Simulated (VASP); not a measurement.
Write the native input for VASP 6.6.1 that does the following.

```yaml
Task: single point
Functional: r2SCAN
Potentials_or_basis: VASP PAW PBE potentials, release 64 (Os, C)
Cutoff: 520 eV
k_mesh: 4 × 4 × 4
Occupations: gaussian, width 0.1 eV
Spin: no spin polarisation
Dipole_correction: no
Further_INCAR_settings: ALGO = Normal; EDIFF = 1e-06; NBANDS = 25
```

OsC2:

```xyz
6
Lattice="4.3369 0.0000 0.0000 0.0000 4.3369 0.0000 0.0000 0.0000 4.3369" Properties=species:S:1:pos:R:3 pbc="T T T"
Os    0.0000    0.0000    0.0000
Os    2.1685    2.1685    2.1685
C     1.0842    1.0842    1.0842
C     1.0842    3.2527    3.2527
C     3.2527    3.2527    1.0842
C     3.2527    1.0842    3.2527
```

The input as run:

POSCAR

```
OsC2
1.0
    4.3369009317      0.0000000000      0.0000000000
    0.0000000000      4.3369009317      0.0000000000
    0.0000000000      0.0000000000      4.3369009317
Os C
2 4
Direct
    0.0000000000      0.0000000000      0.0000000000
    0.5000000000      0.5000000000      0.5000000000
    0.2500000000      0.2500000000      0.2500000000
    0.2500000000      0.7500000000      0.7500000000
    0.7500000000      0.7500000000      0.2500000000
    0.7500000000      0.2500000000      0.7500000000
```

INCAR.step1

```
SYSTEM = OsC2
  PREC = Accurate
  ENCUT = 520
  ISMEAR = 0
  SIGMA = 0.1
  LREAL = .FALSE.
  LASPH = .TRUE.
  NELM = 100
  NBANDS = 25
  GGA = PE
  ALGO = Normal
  EDIFF = 1E-4
  LWAVE = .TRUE.
  LCHARG = .FALSE.
```

INCAR.step2

```
SYSTEM = OsC2
  PREC = Accurate
  ENCUT = 520
  EDIFF = 1E-6
  ISMEAR = 0
  SIGMA = 0.1
  LREAL = .FALSE.
  LASPH = .TRUE.
  NELM = 100
  ALGO = Normal
  ISIF = 2
  LWAVE = .FALSE.
  LCHARG = .FALSE.
  METAGGA = R2SCAN
  LMIXTAU = .TRUE.
  NBANDS = 25
  ISTART = 1
```

KPOINTS

```
regular mesh
0
G
  4 4 4
  0 0 0
```

Potentials or basis: VASP PAW PBE potentials, release 64 (Os, C).

Run with:

```console
$ cat potpaw_PBE.64/Os/POTCAR potpaw_PBE.64/C/POTCAR > POTCAR
$ cp INCAR.step1 INCAR
$ mpirun -np 1 vasp_std > vasp.out
$ cp INCAR.step2 INCAR
$ mpirun -np 1 vasp_std > vasp.out
```

Results of the run:

```yaml
Pressure: 2.1 GPa
Band_gap_on_the_k_mesh: zero (bands 16 and 17 overlap by 0.84 eV)
```

Caveat: the k points lie up to 0.36 Å⁻¹ apart, too coarse for converged energies and pressures of a metal; the PAW data sets were made with another functional, which shifts forces and pressure a little; spin-orbit coupling is left out, which moves the levels of the heavy elements.

Run time: 30 s on 1 thread of Intel(R) Xeon(R) 6975P-C (Granite Rapids) (shared host), peak memory 0.19 GiB.
